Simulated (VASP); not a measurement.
**KCl: single point with PBEsol**

Crystal: KCl.

```xyz
4
Lattice="0.0000 -3.1207 -3.3392 -3.1207 0.0000 -3.3392 3.1207 3.1207 -6.6783" Properties=species:S:1:pos:R:3 pbc="T T T"
K     0.0000    0.0000   -6.6783
K    -3.1207    0.0000   -3.3392
Cl   -0.0773   -0.1716  -10.2837
Cl    0.0773    0.1716   -3.0729
```

This cell differs from its parent crystal: atoms displaced along a vibrational mode, the cell strained.

- Program: VASP 6.6.1
- Task: single point
- Functional: PBEsol
- Potentials or basis: VASP PAW PBE potentials, release 64 (K_sv, Cl)
- Cutoff: 520 eV
- k mesh: 6 × 6 × 6
- Occupations: gaussian, width 0.05 eV
- Spin: no spin polarisation
- Dipole correction: no
- Further INCAR settings: ALGO = Normal; EDIFF = 1e-07; NBANDS = 24

```
Pressure               : -0.3 GPa
Largest force          : 0.340 eV/Å
Band gap on the k mesh : 4.80 eV
```

Forces in eV/Å, atoms in the order of the input:
```
K    0.000  0.000  0.000
K    0.000  0.000  0.000
Cl   0.120  0.282  0.146
Cl  -0.120 -0.282 -0.146
```

Stress tensor (GPa, compression positive):
```
-0.27 -0.04 -0.14
-0.04  0.32 -0.25
-0.14 -0.25 -0.97
```

Levels at points of the mesh, in eV from the valence-band top:
```
           k point  band 13  band 14  band 15  band 16  band 17  band 18  band 19  band 20
(0.00, 0.00, 0.00)    -0.35    -0.08    -0.03     0.00     4.80     7.28     7.74     8.07
(0.50, 0.00, 0.00)    -0.50    -0.34    -0.34    -0.28     7.05     7.18     7.84     7.91
(0.00, 0.50, 0.00)    -0.48    -0.39    -0.31    -0.31     7.11     7.13     7.79     7.89
(0.50, 0.50, 0.00)    -0.43    -0.37    -0.23    -0.21     6.45     7.32     7.91     8.41
(0.00, 0.00, 0.50)    -0.24    -0.23    -0.18    -0.18     5.89     6.03     7.91     7.97
(0.50, 0.00, 0.50)    -0.40    -0.35    -0.31    -0.26     6.43     7.26     7.87     8.28
(0.00, 0.50, 0.50)    -0.40    -0.32    -0.29    -0.26     6.47     7.22     7.83     8.14
(0.50, 0.50, 0.50)    -0.57    -0.37    -0.23    -0.22     7.04     7.37     7.85     8.00
```

Wall time 11 min on 1 thread of Intel Xeon 8259CL, with other jobs on the host, peak memory 0.45 GiB.

Caveat: the cell differs from its parent crystal (atoms displaced along a vibrational mode, the cell strained); the PAW data sets were made with another functional, which shifts forces and pressure a little. A k mesh can miss the band edges.
